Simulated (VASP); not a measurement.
TiAl: single point with PBEsol

The system is TiAl.

```xyz
2
Lattice="3.1565 0.0000 0.0000 0.0000 3.1565 0.0079 0.0000 0.0079 3.1565" Properties=species:S:1:pos:R:3 pbc="T T T"
Ti    0.0000    0.0000    0.0000
Al    1.5782    1.5822    1.5822
```

This cell differs from its parent crystal: strain +0.0050 x Voigt [0, 0, 0, 1, 0, 0].

* Program: VASP 6.6.1
* Task: single point
* Functional: PBEsol
* Potentials or basis: VASP PAW PBE potentials, release 64 (Ti_sv, Al)
* Cutoff: 520 eV
* k mesh: 20 × 20 × 20
* Occupations: gaussian, width 0.15 eV
* Spin: no spin polarisation
* Dipole correction: no
* Further INCAR settings: ALGO = Fast; EDIFF = 1e-06; NBANDS = 14

The pressure is 0.1 GPa. The band gap on the k mesh is zero (an odd number of electrons rules out a gap without spin polarisation).

Stress tensor (GPa, compression positive):
```
 0.07  0.00  0.00
 0.00  0.07 -0.37
 0.00 -0.37  0.07
```

Levels at points of the mesh, in eV from the Fermi level:
```csv
k point,band 5,band 6,band 7,band 8,band 9,band 10
"(0.00, 0.00, 0.00)",-9.35,-1.49,-1.49,1.83,1.84,1.85
"(0.50, 0.00, 0.00)",-6.04,-5.25,-0.57,0.12,0.16,2.05
"(0.00, 0.50, 0.00)",-6.04,-5.25,-0.57,0.14,0.14,2.05
"(0.50, 0.50, 0.00)",-5.06,-2.09,-2.09,-1.50,0.70,0.70
"(0.00, 0.50, 0.50)",-5.06,-2.12,-2.06,-1.50,0.70,0.71
"(0.50, 0.50, 0.50)",-3.17,-3.16,-3.15,0.78,2.90,2.90
```

It took 5.7 min on 1 thread of Intel(R) Xeon(R) Platinum 8488C (Sapphire Rapids), with other jobs on the host, peak memory 0.62 GiB.

Caveat: the cell differs from its parent crystal (strain +0.0050 x Voigt [0, 0, 0, 1, 0, 0]); the PAW data sets were made with another functional, which shifts forces and pressure a little.
